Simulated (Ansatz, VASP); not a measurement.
# Two plane-wave programs on ZnO

File INCAR:

```
PREC = Accurate ; ENCUT = 520
EDIFF = 1E-7 ; ISMEAR = 0
SIGMA = 0.05 ; LREAL = F
LASPH = T ; NELM = 100
ALGO = Normal ; ISIF = 2
LWAVE = F ; LCHARG = F
NBANDS = 26
```

Contents of KPOINTS:

```
regular mesh
0
Gamma
  12 12 6
```

The input POSCAR:

```
ZnO
1.0
    3.1871780739      0.0000000000      0.0000000000
   -1.5935890369      2.7601771784      0.0000000000
    0.0000000000      0.0000000000      5.1531926628
Zn O
2 2
Direct
    0.3333333333      0.6666666667      0.0018514197
    0.6666666667      0.3333333333      0.5018514197
    0.3333333333      0.6666666667      0.4254632686
    0.6666666667      0.3333333333      0.9254632686
```

Input for Ansatz:

```yaml
crystal:
  lattice:
    - [3.1871780739, 0.0, 0.0]
    - [-1.5935890369, 2.7601771784, 0.0]
    - [0.0, 0.0, 5.1531926628]
  atoms:
    - { symbol: Zn, position: [0.3333333333, 0.6666666667, 0.0018514197] }
    - { symbol: Zn, position: [0.6666666667, 0.3333333333, 0.5018514197] }
    - { symbol: O, position: [0.3333333333, 0.6666666667, 0.4254632686] }
    - { symbol: O, position: [0.6666666667, 0.3333333333, 0.9254632686] }
basis:
  ecutwfc: 520.0
kpoints:
  mp_grid: { grid: [12, 12, 6] }
hamiltonian:
  xc: lda
  pseudopotentials: { kind: paw, azcp: { folder: soft_1 } }
scf:
  occupations: { method: gaussian, width: 0.05 }
output:
  forces: true
  stress: true
  eigenvalues: true
```

Alike in both runs: task single point; functional LDA; k mesh 12 × 12 × 6; occupations gaussian, width 0.05 eV; no spin polarisation.

|  | VASP | Ansatz |
| --- | --- | --- |
| version | VASP 6.6.1 | Ansatz 0.2.0 |
| potentials or method | VASP PAW LDA potentials, release 64 (Zn, O), cutoff 520 eV | scalar-relativistic, plane waves, PAW |
| valence electrons in the cell | 36 | 36 |

```tsv
	VASP	Ansatz	Ansatz less VASP
gap on the k mesh at the Fermi level (eV)	0.86	0.85	-0.018
least direct gap on the mesh (eV)	0.86	0.85	-0.018
pressure (GPa)	4.6	3.1	-1.45
traceless stress, the component that is largest in VASP (GPa)	-10.73	-9.90	+0.832
rms of the force components (eV/Å)	0.442	0.420	-0.0215
```

Ansatz warns that its potentials were made for another functional, while VASP's fit it. LDA's correlation is that of Perdew and Zunger in VASP and of Perdew and Wang (1992) in Ansatz. Atom by atom the forces differ by 0.021 eV/Å (rms over components).
